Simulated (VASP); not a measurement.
A run of VASP 6.6.1 is set up as follows.

File INCAR:

```
SYSTEM = BP
PREC = Accurate
ENCUT = 520
EDIFF = 1E-6
ISMEAR = 0
SIGMA = 0.05
LREAL = .False.
LASPH = .True.
NELM = 80
ALGO = Normal
ISIF = 2
LWAVE = .False.
LCHARG = .False.
GGA = PE
NBANDS = 11
```

The input KPOINTS:

```
regular mesh
0
Gamma
  10 10 10
  0 0 0
```

File POSCAR:

```
BP
1.0
    0.0000000000      2.1782400000      2.1782400000
    2.1782400000      0.0000000000      2.1782400000
    2.1782400000      2.1782400000      0.0000000000
B P
1 1
Direct
    0.0000000000      0.0000000000      0.0000000000
    0.7500000000      0.7500000000      0.7500000000
```

Potentials or basis: VASP PAW PBE potentials, release 64 (B, P).

Launch:

```console
$ cat potpaw_PBE.64/B/POTCAR potpaw_PBE.64/P/POTCAR > POTCAR
$ mpirun -np 1 vasp_std > vasp.out
```

Task: Predict the pressure.

Result: 26.3 GPa.

Task: What does it give for the band gap on the k mesh?

Result: 1.07 eV, indirect (least direct gap 3.62 eV).

Caveat: the cell differs from its parent crystal (strain -0.040 along x and y, -0.040 along z). A k mesh can miss the band edges.
